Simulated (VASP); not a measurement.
A run of VASP 6.6.1:

The input INCAR:

```
SYSTEM = Cr
ALGO     = Normal         ! electronic algorithm
EDIFF    = 1E-6           ! SCF threshold, eV
ENCUT    = 520            ! plane-wave cutoff, eV
GGA      = CA             ! functional
ISIF     = 2              ! what is computed and relaxed
ISMEAR   = -1             ! smearing method
ISPIN    = 2              ! spin polarisation
LASPH    = .True.         ! aspherical terms in the spheres
LCHARG   = .True.         ! write CHGCAR
LELF     = .True.         ! ELF
LMAXMIX  = 4              ! l up to which the mixer works
LORBIT   = 11             ! projections on sites
LREAL    = .False.        ! projectors in reciprocal space
LVHAR    = .True.       
LWAVE    = .False.        ! write WAVECAR
MAGMOM   = 0.4 0.4        ! initial moments
NBANDS   = 23             ! bands
NELM     = 150            ! most SCF steps
PREC     = Accurate       ! precision mode
SIGMA    = 0.025          ! smearing width, eV
```

File KPOINTS:

```
k-points
0
Gamma
  9 9 5
  0 0 0
```

File POSCAR:

```
Cr
1.0
    2.7140000000      0.0000000000      0.0000000000
   -1.3570000000      2.3503929459      0.0000000000
    0.0000000000      0.0000000000      4.4100000000
Cr
2
Direct
    0.3333333333      0.6666666667      0.2500000000
    0.6666666667      0.3333333333      0.7500000000
```

Potentials or basis: VASP PAW LDA potentials, release 64 (Cr_pv).

The run is started by

```sh
$ cat potpaw_LDA.64/Cr_pv/POTCAR > POTCAR
$ mpirun -np 1 vasp_std > vasp.out
```

Hardware: 1 thread of Intel(R) Xeon(R) 6975P-C (Granite Rapids) (shared host).

Question: How long does it take, and how much memory?

Answer: Wall time 22 s on 1 thread of Intel(R) Xeon(R) 6975P-C (Granite Rapids), on a shared host, peak memory 0.15 GiB. Counts: scf iterations 19, k points 36.
